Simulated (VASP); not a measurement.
A run of VASP 6.6.1 is set up as follows.

File INCAR:

```
SYSTEM = Ti3Al
PREC     = Accurate       ! precision mode
ENCUT    = 520            ! plane-wave cutoff, eV
EDIFF    = 1E-6           ! SCF threshold, eV
ISMEAR   = 0              ! smearing method
SIGMA    = 0.2            ! smearing width, eV
LREAL    = .FALSE.        ! projectors in reciprocal space
LASPH    = .TRUE.         ! aspherical terms in the spheres
NELM     = 100            ! most SCF steps
ALGO     = Fast           ! electronic algorithm
ISIF     = 2              ! what is computed and relaxed
LWAVE    = .FALSE.        ! write WAVECAR
LCHARG   = .FALSE.        ! write CHGCAR
GGA      = PE             ! functional
NBANDS   = 49             ! bands
```

KPOINTS

```
regular mesh
0
G
  6 6 4
  0 0 0
```

Contents of POSCAR:

```
Ti3Al
1.0
    4.0510427150      0.0000000000      0.0000000000
    0.0000000000      4.0510427150      0.0000000000
    0.0000000000      0.0000000000      8.1020854300
Ti Al
6 2
Direct
    0.0000000000      0.5000000000      0.5000000000
    0.0000000000      0.5000000000      1.0000000000
    0.0000000000      0.0000000000      0.2500000000
    0.0000000000      0.0000000000      0.7500000000
    0.5000000000      1.0000000000      0.5000000000
    0.5000000000      0.0000000000      0.0000000000
    0.5000000000      0.5000000000      0.2500000000
    0.5000000000      0.5000000000      0.7500000000
```

Potentials or basis: VASP PAW PBE potentials, release 64 (Ti_sv, Al).

Command:

```sh
$ cat potpaw_PBE.64/Ti_sv/POTCAR potpaw_PBE.64/Al/POTCAR > POTCAR
$ mpirun -np 1 vasp_std > vasp.out
```

**Question.** What does it give for the pressure?

**Answer.** 0.0 GPa.

**Question.** Predict the band gap on the k mesh.

**Answer.** Zero (band 39 reaches 8.82 eV, above the bottom of band 40 at 8.23 eV).
